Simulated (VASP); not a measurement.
A run of VASP 6.6.1 is set up as follows.

Contents of INCAR:

```
SYSTEM = Mg
PREC     = Accurate       ! precision mode
ENCUT    = 520            ! plane-wave cutoff, eV
EDIFF    = 1E-6           ! SCF threshold, eV
ISMEAR   = 0              ! smearing method
SIGMA    = 0.15           ! smearing width, eV
LREAL    = .False.        ! projectors in reciprocal space
LASPH    = .True.         ! aspherical terms in the spheres
NELM     = 60             ! most SCF steps
ALGO     = Normal         ! electronic algorithm
ISIF     = 2              ! what is computed and relaxed
LWAVE    = .False.        ! write WAVECAR
LCHARG   = .False.        ! write CHGCAR
GGA      = PE             ! functional
NBANDS   = 7              ! bands
```

KPOINTS

```
regular mesh
0
Gamma
  18 18 18
  0 0 0
```

POSCAR

```
Mg
1.0
   -1.8259474316      1.7727644967      1.8259474316
    1.7195815618     -1.7727644967      1.7195815618
    1.8259474316      1.7727644967     -1.8259474316
Mg
1
Direct
    0.0000000000      0.0000000000      0.0000000000
```

Potentials or basis: VASP PAW PBE potentials, release 64 (Mg).

Launch:

```bash
$ cat potpaw_PBE.64/Mg/POTCAR > POTCAR
$ mpirun -np 1 vasp_std > vasp.out
```

(1) Predict the band gap on the k mesh.

(2) Predict the pressure.

## Answers

(1) zero (band 1 reaches 6.60 eV, above the bottom of band 2 at 1.48 eV).

(2) 1.1 GPa.

Caveat: the cell differs from its parent crystal (strain -0.0600 x Voigt [0, 0, 0, 0, 1, 0]).
